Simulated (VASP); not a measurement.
A run of VASP 6.6.1 is set up as follows.

INCAR

```
SYSTEM = Sn
PREC = Accurate
ENCUT = 400
EDIFF = 1E-6
ISMEAR = -1
SIGMA = 0.1
LREAL = .FALSE.
LASPH = .TRUE.
NELM = 120
ALGO = Normal
ISIF = 2
LWAVE = .FALSE.
LCHARG = .FALSE.
NBANDS = 118
GGA_COMPAT = .FALSE.
```

KPOINTS

```
regular mesh
0
G
  2 2 2
  0 0 0
```

POSCAR

```
Sn
1.0
    0.0000000000      6.4742849800      6.4742849800
    6.4742849800      0.0000000000      6.4742849800
    6.4742849800      6.4742849800      0.0000000000
Sn
15
Direct
    0.0073791932      0.0062257068     -0.0222809160
    0.1205509184      0.1193853842      0.1468894253
    0.0639789569      0.0628387538      0.5622467981
    0.0056101948      0.4977357361     -0.0028086499
    0.1223148969      0.6278782155      0.1272998489
    0.0073678406      0.4782284854      0.5056483473
    0.1205663641      0.6472898572      0.6188430093
    0.4988976404      0.0044788730     -0.0028269531
    0.6290303891      0.1211571629      0.1273183066
    0.4793998889      0.0062259385      0.5056671911
    0.6486112386      0.1193756534      0.6188258645
    0.5003816653      0.4992218461     -0.0013421559
    0.6275520791      0.6264199078      0.1258369075
    0.4989155575      0.4977262369      0.5038938678
    0.6290205038      0.6278798373      0.6205910015
```

Potentials or basis: VASP PAW LDA potentials, release 64 (Sn_d).

Run with:

```bash
$ cat potpaw_LDA.64/Sn_d/POTCAR > POTCAR
$ mpirun -np 1 vasp_std > vasp.out
```

What does it give for the largest force?

0.012 eV/Å.

What does it give for the pressure?

-2.4 GPa.

What does it give for the band gap on the k mesh?

Zero (bands 105 and 106 overlap by 0.10 eV).

Forces in eV/Å, atoms in the order of the input:
```
Sn   0.000 -0.001  0.004
Sn   0.000  0.000 -0.003
Sn   0.000  0.000  0.000
Sn  -0.003 -0.004 -0.004
Sn   0.003  0.004  0.004
Sn  -0.001  0.003 -0.001
Sn   0.001 -0.003  0.001
Sn  -0.004 -0.003 -0.004
Sn   0.004  0.003  0.004
Sn   0.003  0.000  0.000
Sn  -0.003  0.000  0.000
Sn   0.007  0.007  0.007
Sn  -0.007 -0.007 -0.007
Sn  -0.004 -0.004 -0.003
Sn   0.004  0.004  0.003
```

Caveat: the k points lie up to 0.42 Å⁻¹ apart; spin-orbit coupling is left out, which moves the levels of the heavy elements.
